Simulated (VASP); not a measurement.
Input of a VASP 6.6.1 run:

The input INCAR:

```
SYSTEM = Br
PREC = Accurate ; ENCUT = 600
EDIFF = 1E-7 ; ISMEAR = 0
SIGMA = 0.1 ; LREAL = .FALSE.
LASPH = .TRUE. ; NELM = 80
ALGO = Normal ; ISIF = 3
LWAVE = .FALSE. ; LCHARG = .FALSE.
GGA = PE ; IBRION = 2
NSW = 100 ; EDIFFG = -0.005
```

KPOINTS

```
regular mesh
0
G
  10 10 10
  0 0 0
```

File POSCAR:

```
Br
1.0
    4.5976403833      0.0000000000      0.0000000000
    0.0000000000      4.5976403833      0.0000000000
    0.0000000000      0.0000000000      4.5976403833
Br
3
Direct
    0.5000000000      0.0000000000      0.0000000000
    0.0000000000      0.5000000000      0.0000000000
    0.0000000000      0.0000000000      0.5000000000
```

Potentials or basis: VASP PAW PBE potentials, release 64 (Br).

Run with:

```console
$ cat potpaw_PBE.64/Br/POTCAR > POTCAR
$ mpirun -np 1 vasp_std > vasp.out
```

Task: Estimate the relaxed cell.

Result: a = 4.552 Å, b = 4.552 Å, c = 4.552 Å, α = 90.00°, β = 90.00°, γ = 90.00°.

Task: Estimate the relaxed volume.

Result: 31.43 Å³/atom.

Task: Estimate the space group after relaxing (to 0.05 Å).

Result: Pm-3m (No. 221).

The path:
```
step  energy change (eV)  largest force (eV/Å)  pressure (GPa)  volume (Å³)
   1              0.0000                0.0000           -0.69        97.19
   2             -0.0057                0.0000           -0.24        95.24
   3             -0.0064                0.0000            0.00        94.29
```

Caveat: an odd number of electrons without spin polarisation forces a metal; a magnetic or distorted state may lie lower.
